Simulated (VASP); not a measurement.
CaO:

```
Ca O
1.0
     0.00000    2.40356    2.40356
     2.40356    0.00000    2.40356
     2.40356    2.40356    0.00000
Ca O
1 1
Cartesian
  0.0000 0.0000 0.0000
  2.4036 2.4036 2.4036
```

- Program: VASP 6.6.1
- Task: relaxation of cell and atoms
- Functional: LDA
- Potentials or basis: VASP PAW LDA potentials, release 64 (Ca_sv, O)
- Cutoff: 600 eV
- k mesh: 10 × 10 × 10
- Occupations: fermi-dirac, width 0.05 eV
- Spin: no spin polarisation

At the start: pressure -6.4 GPa; volume 13.89 Å³/atom.

Q: How do energy, volume and symmetry change on relaxing?

A: Over 3 steps the energy falls by 16.0 meV/atom and the volume is 13.12 Å³/atom (-5.5 %); space group Fm-3m (No. 225, to 0.05 Å).

Step by step:
```csv
step,energy change (eV),largest force (eV/Å),pressure (GPa),volume (Å³)
1,0.0000,0.0000,-6.41,27.77
2,-0.0253,0.0000,3.42,25.60
3,-0.0320,0.0000,0.00,26.25
```

Final structure:
```xyz
2
Lattice="0.0000 2.3588 2.3588 2.3588 0.0000 2.3588 2.3588 2.3588 0.0000" Properties=species:S:1:pos:R:3 pbc="T T T"
Ca    0.0000    0.0000    0.0000
O     2.3588    2.3588    2.3588
```
